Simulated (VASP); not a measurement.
SnSe:

```
Sn Se
1.0
     0.00000    3.01000    3.01000
     3.01000    0.00000    3.01000
     3.01000    3.01000    0.00000
Sn Se
1 1
Direct
  0.00000 0.00000 0.00000
  0.50000 0.50000 0.50000
```

Base run:

* Program: VASP 6.6.1
* Functional: PBE
* Potentials or basis: VASP PAW PBE potentials, release 64 (Sn_d, Se)
* Cutoff: 500 eV
* k mesh: 7 × 7 × 7
* Occupations: gaussian, width 0.01 eV
* Spin: no spin polarisation

Its results: pressure 1.0 GPa.

Problem. The run is repeated on the same cell with these changes: k mesh from 7 × 7 × 7 to 3 × 3 × 3. What comes out?

Solution. Pressure -0.6 GPa.

Caveats: some runs use coarse meshes.
